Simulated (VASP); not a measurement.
# HfCo (Pm-3m) in VASP: single point with LDA

Aim: the single point of HfCo with LDA.

Everything below comes from runs of VASP 6.6.1. Logs are shortened: lines on timing, memory, paths and dates and some standing lists are left out, and cuts for length are marked.

## Step 1: The cell of the first run

Symmetry: Pm-3m, No. 221, cubic system. The conventional cell has a = 3.057 Å, b = 3.057 Å, c = 3.057 Å, α = 90.00°, β = 90.00°, γ = 90.00°. Within 3.5 Å of Hf (site symmetry m-3m) lie 8 Co at 2.65 Å and 6 Hf at 3.06 Å. Within 3.5 Å of Co (site symmetry m-3m) lie 8 Hf at 2.65 Å and 6 Co at 3.06 Å.

## Step 2: Single point, LDA (volume scaled by 0.98)

INCAR

```
SYSTEM = HfCo
PREC     = Accurate       ! precision mode
ENCUT    = 520            ! plane-wave cutoff, eV
EDIFF    = 1E-7           ! SCF threshold, eV
ISMEAR   = -1             ! smearing method
SIGMA    = 0.15           ! smearing width, eV
LREAL    = .FALSE.        ! projectors in reciprocal space
LASPH    = .TRUE.         ! aspherical terms in the spheres
NELM     = 80             ! most SCF steps
ALGO     = Normal         ! electronic algorithm
ISIF     = 2              ! what is computed and relaxed
LWAVE    = .FALSE.        ! write WAVECAR
LCHARG   = .FALSE.        ! write CHGCAR
NBANDS   = 16             ! bands
```

KPOINTS

```
regular mesh
0
G
  14 14 14
  0 0 0
```

POSCAR

```
HfCo
1.0
    3.0572235496      0.0000000000      0.0000000000
    0.0000000000      3.0572235496      0.0000000000
    0.0000000000      0.0000000000      3.0572235496
Hf Co
1 1
Direct
    0.5000000000      0.5000000000      0.5000000000
    0.0000000000      0.0000000000      0.0000000000
```

Potentials or basis: VASP PAW LDA potentials, release 64 (Hf_pv, Co).

Started as:

```
$ cat potpaw_LDA.64/Hf_pv/POTCAR potpaw_LDA.64/Co/POTCAR > POTCAR
$ mpirun -np 1 vasp_std > vasp.out
```

OUTCAR:

```text
SYSTEM = HfCo
   PREC = Accurate
   ENCUT = 520
   EDIFF = 1E-7
   ISMEAR = -1
   LREAL = .FALSE.
   LASPH = .TRUE.
   NELM = 80
   ISIF = 2

 ion  position               nearest neighbor table
   1  0.500  0.500  0.500-   2 2.65   2 2.65   2 2.65   2 2.65   2 2.65   2 2.65   2 2.65   2 2.65

   2  0.000  0.000  0.000-   1 2.65   1 2.65   1 2.65   1 2.65   1 2.65   1 2.65   1 2.65   1 2.65

  LATTYP: Found a simple cubic cell.
 ALAT       =     3.0572235496

  Lattice vectors:

 A1 = (   3.0572235496,   0.0000000000,   0.0000000000)
 A2 = (   0.0000000000,   3.0572235496,   0.0000000000)
 A3 = (   0.0000000000,   0.0000000000,   3.0572235496)

Analysis of symmetry for initial positions (statically):
=====================================================================
 Subroutine PRICEL returns:
 Original cell was already a primitive cell.

 Routine SETGRP: Setting up the symmetry group for a
 simple cubic supercell.

 Subroutine GETGRP returns: Found 48 space group operations
 (whereof 48 operations were pure point group operations)
 out of a pool of 48 trial point group operations.

The static configuration has the point symmetry O_h .

Analysis of symmetry for dynamics (positions and initial velocities):
=====================================================================
 Subroutine PRICEL returns:
 Original cell was already a primitive cell.

 Routine SETGRP: Setting up the symmetry group for a
 simple cubic supercell.

 Subroutine GETGRP returns: Found 48 space group operations
 (whereof 48 operations were pure point group operations)
 out of a pool of 48 trial point group operations.

The dynamic configuration has the point symmetry O_h .

 Subroutine INISYM returns: Found 48 space group operations
 (whereof 48 operations are pure point group operations),
 and found     1 'primitive' translations

----------------------------------------------------------------------------------------

                                     Primitive cell

  volume of cell :      28.5747

  direct lattice vectors                    reciprocal lattice vectors
     3.057223550  0.000000000  0.000000000     0.327094170  0.000000000  0.000000000
     0.000000000  3.057223550  0.000000000     0.000000000  0.327094170  0.000000000
     0.000000000  0.000000000  3.057223550     0.000000000  0.000000000  0.327094170

  length of vectors
     3.057223550  3.057223550  3.057223550     0.327094170  0.327094170  0.327094170

  position of ions in fractional coordinates (direct lattice)
     0.500000000  0.500000000  0.500000000
     0.000000000  0.000000000  0.000000000

  ion indices of the primitive-cell ions
   primitive index   ion index
                 1           1
                 2           2

----------------------------------------------------------------------------------------

 KPOINTS: regular mesh

Automatic generation of k-mesh.
 Grid dimensions read from file:
 generate k-points for:   14   14   14

 Generating k-lattice:

  Cartesian coordinates                     Fractional coordinates (reciprocal lattice)
     0.023363869  0.000000000  0.000000000     0.071428571  0.000000000  0.000000000
     0.000000000  0.023363869  0.000000000     0.000000000  0.071428571  0.000000000
     0.000000000  0.000000000  0.023363869     0.000000000  0.000000000  0.071428571

  Length of vectors
     0.023363869  0.023363869  0.023363869

  Shift w.r.t. Gamma in fractional coordinates (k-lattice)
     0.000000000  0.000000000  0.000000000

 Subroutine IBZKPT returns following result:
 ===========================================

 Found    120 irreducible k-points:

 Following reciprocal coordinates:
            Coordinates               Weight
  0.000000  0.000000  0.000000      1.000000
  0.071429  0.000000  0.000000      6.000000
  0.142857  0.000000  0.000000      6.000000
  0.214286  0.000000  0.000000      6.000000
  0.285714  0.000000  0.000000      6.000000
  0.357143  0.000000  0.000000      6.000000
[... 16 lines left out ...]
  0.285714  0.214286  0.000000     24.000000
  0.357143  0.214286  0.000000     24.000000
 [... further k-points ...]
   k-points           NKPTS =    120   k-points in BZ     NKDIM =    120   number of bands    NBANDS=     16
   number of dos      NEDOS =    301   number of ions     NIONS =      2
   total plane-waves  NPLWV =  13824
   dimension x,y,z NGX =    24 NGY =   24 NGZ =   24
   dimension x,y,z NGXF=    48 NGYF=   48 NGZF=   48
   ions per type =               1   1
   NGX,Y,Z   is equivalent  to a cutoff of  13.05, 13.05, 13.05 a.u.
   NGXF,Y,Z  is equivalent  to a cutoff of  26.10, 26.10, 26.10 a.u.
 SYSTEM =  HfCo
   PREC   = accura    normal or accurate (medium, high low for compatibility)
   ISTART =      0    job   : 0-new  1-cont  2-samecut
   ICHARG =      2    charge: 1-file 2-atom 10-const
   ISPIN  =      1    spin polarized calculation?
   LNONCOLLINEAR =      F non collinear calculations
   LSORBIT =      F    spin-orbit coupling
   LASPH  =      T    aspherical Exc in radial PAW
   ENCUT  =  520.0 eV  38.22 Ry    6.18 a.u.   5.68  5.68  5.68*2*pi/ulx,y,z
   NELM   =     80;   NELMIN=  2; NELMDL= -5     # of ELM steps
   EDIFF  = 0.1E-06   stopping-criterion for ELM
   LREAL  =      F    real-space projection
   EDIFFG = 0.1E-05   stopping-criterion for IOM
   NSW    =      0    number of steps for IOM
   IBRION =     -1    ionic relax: 0-MD 1-quasi-New 2-CG
   NFREE  =      0    steps in history (QN), initial steepest desc. (CG)
   ISIF   =      2    stress and relaxation
   ISYM   =      2    0-nonsym 1-usesym 2-fastsym
   POTIM  = 0.5000    time-step for ionic-motion
   TEBEG  =    0.0;   TEEND  =   0.0 temperature during run
   PSTRESS=    0.0 pullay stress
   NELECT =      19.0000    total number of electrons
   NUPDOWN=      -1.0000    fix difference up-down
   EMIN   =  10.00;   EMAX   =-10.00  energy-range for DOS
   EFERMI =   0.00;   METHOD = LEGACY
   ISMEAR =    -1;   SIGMA  =   0.15  broadening in eV -4-tet -1-fermi 0-gaus
   EFERMI_NEDOS =   21; number of points for ismear=-14 and -15
   IALGO  =     38    algorithm
   IMIX   =      4    mixing-type and parameters
     AMIX     =   0.40;   BMIX     =  1.00
     AMIX_MAG =   1.60;   BMIX_MAG =  1.00
  volume/ion in A,a.u.               =      14.29        96.42
  Fermi-wavevector in a.u.,A,eV,Ry     =   1.428890  2.700211 27.779382  2.041727
  Thomas-Fermi vector in A             =   2.548903
   LORBIT       =      0    0 simple, 1 ext, 2 COOP (PROOUT), +10 PAW based schemes
   GGA     = CA    functional components
   LHFCALC =     F    Hartree Fock is set to
   AEXX    =    0.0000 exact exchange contribution
   IVDW    =     0    specifies the selected vdW correction
   LEPSILON=     F    determine dielectric tensor
   LRPA    =     F    only Hartree local field effects (RPA)
 non-spin polarized calculation
  energy-cutoff  :      520.00
  volume of cell :       28.57
 maximum number of plane-waves:       804
 NGX is ok and might be reduce to    24
   NGX = 11   NGY = 11   NGZ = 11

 number of electron      19.0000011 magnetization

 Free energy of the ion-electron system (eV)
  ---------------------------------------------------
  ext. energy  EPLUGINS =         0.00000000
  ---------------------------------------------------
  free energy    TOTEN  =       -19.79322211 eV

  energy without entropy =      -19.64903904  energy(sigma->0) =      -19.72113057

 E-fermi :   7.9732     XC(G=0): -13.0180

 val. band max:        7.9676963796   @ k =   0.5000   0.0000   0.0000
 cond. band min:       7.9834069071   @ k =   0.3571   0.0714   0.0714
 fundamental gap:      0.0157105275
 Fermi energy:         7.9732314580

 k-point     1 :       0.0000    0.0000    0.0000
  band No.  band energies     occupation
      1     -22.0050      2.00000
      2     -22.0050      2.00000
      3     -22.0050      2.00000
      4      -0.5143      2.00000
      5       3.7269      2.00000
      6       3.7269      2.00000
[... 8 lines left out ...]
     15      16.6605      0.00000
     16      16.6605      0.00000

 k-point     2 :       0.0714    0.0000    0.0000
  band No.  band energies     occupation
      1     -22.0403      2.00000
      2     -22.0024      2.00000
      3     -22.0024      2.00000
      4      -0.3919      2.00000
      5       3.7807      2.00000
      6       3.8019      2.00000
[... 8 lines left out ...]
     15      16.2886      0.00000
     16      17.2373      0.00000

 k-point     3 :       0.1429    0.0000    0.0000
  band No.  band energies     occupation
      1     -22.1380      2.00000
      2     -21.9953      2.00000
      3     -21.9953      2.00000
      4      -0.0372      2.00000
      5       3.9397      2.00000
      6       4.0084      2.00000
[... 8 lines left out ...]
     15      15.4559      0.00000
     16      18.4083      0.00000

 k-point     4 :       0.2143    0.0000    0.0000
  band No.  band energies     occupation
      1     -22.2763      2.00000
      2     -21.9850      2.00000
      3     -21.9850      2.00000
      4       0.5157      2.00000
      5       4.1968      2.00000
      6       4.2901      2.00000
[... 8 lines left out ...]
     15      14.6675      0.00000
     16      19.7323      0.00000
[... 324 lines left out ...]
 k-point    22 :       0.2143    0.2143    0.0000
  band No.  band energies     occupation
      1     -22.2625      2.00000
      2     -22.2318      2.00000
      3     -21.9631      2.00000
      4       1.4191      2.00000
      5       4.4209      2.00000
      6       4.8809      2.00000
[... 8 lines left out ...]
     15      15.8743      0.00000
     16      18.1329      0.00000

 k-point    23 :       0.2857    0.2143    0.0000
  band No.  band energies     occupation
      1     -22.3935      2.00000
      2     -22.2290      2.00000
      3     -21.9505      2.00000
      4       2.0027      2.00000
      5       4.4720      2.00000
      6       5.2267      2.00000
[... 8 lines left out ...]
     15      15.4835      0.00000
     16      18.5890      0.00000

 k-point    24 :       0.3571    0.2143    0.0000
  band No.  band energies     occupation
      1     -22.5201      2.00000
      2     -22.2148      2.00000
      3     -21.9391      2.00000
      4       2.6278      2.00000
      5       4.4102      2.00000
      6       5.5275      2.00000
[... 8 lines left out ...]
     15      15.2543      0.00000
     16      19.2084      0.00000

 [... further k-points ...]
[... 5 lines left out ...]
  --------------------------------------------------------------------------------------
  -------------------------------------------------------------------------------------
  Total        0.6169585      0.6169585      0.6169585      0.0000000      0.0000000      0.0000000
  in kB       34.5927407     34.5927407     34.5927407      0.0000000      0.0000000      0.0000000
  external PRESSURE =      34.5927407 kB  Pullay stress =       0.0000000 kB

 VOLUME and BASIS-vectors are now :
 -----------------------------------------------------------------------------
  energy-cutoff  :      520.00
  volume of cell :       28.57
      direct lattice vectors                 reciprocal lattice vectors
     3.057223550  0.000000000  0.000000000     0.327094170  0.000000000  0.000000000
     0.000000000  3.057223550  0.000000000     0.000000000  0.327094170  0.000000000
     0.000000000  0.000000000  3.057223550     0.000000000  0.000000000  0.327094170

 POSITION                                       TOTAL-FORCE (eV/Angst)
 -----------------------------------------------------------------------------------
      1.52861      1.52861      1.52861         0.000000      0.000000      0.000000
      0.00000      0.00000      0.00000         0.000000      0.000000      0.000000
 -----------------------------------------------------------------------------------
    total drift:                                0.000000      0.000000     -0.000000

  FREE ENERGIE OF THE ION-ELECTRON SYSTEM (eV)
  ---------------------------------------------------
  free  energy   TOTEN  =       -19.7932221098 eV

  energy  without entropy=      -19.6490390396  energy(sigma->0) =      -19.72113057
```

It took 17 s on 1 thread of Intel Xeon 6975P-C (Granite Rapids), shared host; peak memory 0.17 GiB.

What came out:

* Free energy: -19.7932 eV
* Pressure: 3.5 GPa

Levels at points of the mesh, in eV from the Fermi level:
```
           k point  band 6  band 7  band 8  band 9  band 10  band 11  band 12  band 13
(0.00, 0.00, 0.00)   -4.25   -1.52   -1.52   -1.52     1.19     1.19     5.85     5.85
(0.50, 0.00, 0.00)   -2.47   -1.52   -1.52   -1.13    -0.91    -0.01     1.53     1.53
(0.50, 0.50, 0.00)   -2.55   -2.55   -0.71   -0.28     1.17     1.17     1.85     4.65
(0.50, 0.50, 0.50)   -2.75   -2.11   -2.11   -2.11    -0.67    -0.67     5.37     7.54
```

Caveat: spin-orbit coupling is left out, which moves the levels of the heavy elements. Spin polarisation is off, so any magnetic state and its effect on volume and gap are missing.
